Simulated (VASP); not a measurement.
SnSe2, 3 atoms in the cell. The typed cell holds 3 atoms: a = 3.811 Å, b = 3.811 Å, c = 6.137 Å, α = 90.00°, β = 90.00°, γ = 120.00°.  This cell differs from its parent crystal: atom 2 (Se) moved by (-0.300, +0.000) A along [1 1 0] and z.

| Quantity | Value |
| --- | --- |
| Program | VASP 6.6.1 |
| Task | single point |
| Functional | PBEsol |
| Potentials or basis | VASP PAW PBE potentials, release 64 (Sn_d, Se) |
| Cutoff | 520 eV |
| k mesh | 6 × 6 × 4 |
| Occupations | gaussian, width 0.05 eV |
| Spin | no spin polarisation |
| Dipole correction | no |
| Further INCAR settings | ALGO = Normal; EDIFF = 1e-06; NBANDS = 20 |

Potentials or basis: VASP PAW PBE potentials, release 64 (Sn_d, Se).

Run with:

```sh
$ cat potpaw_PBE.64/Sn_d/POTCAR potpaw_PBE.64/Se/POTCAR > POTCAR
$ mpirun -np 1 vasp_std > vasp.out
```

Hardware: 1 thread of Intel(R) Xeon(R) Platinum 8259CL CPU @ 2.50GHz (Skylake/Cascade Lake), on a shared host.

Task: How long does it take, and how much memory?

Result: It took 96 s on 1 thread of Intel(R) Xeon(R) Platinum 8259CL CPU @ 2.50GHz (Skylake/Cascade Lake), on a shared host, peak memory 0.26 GiB. Counts: scf iterations 12, k points 76.
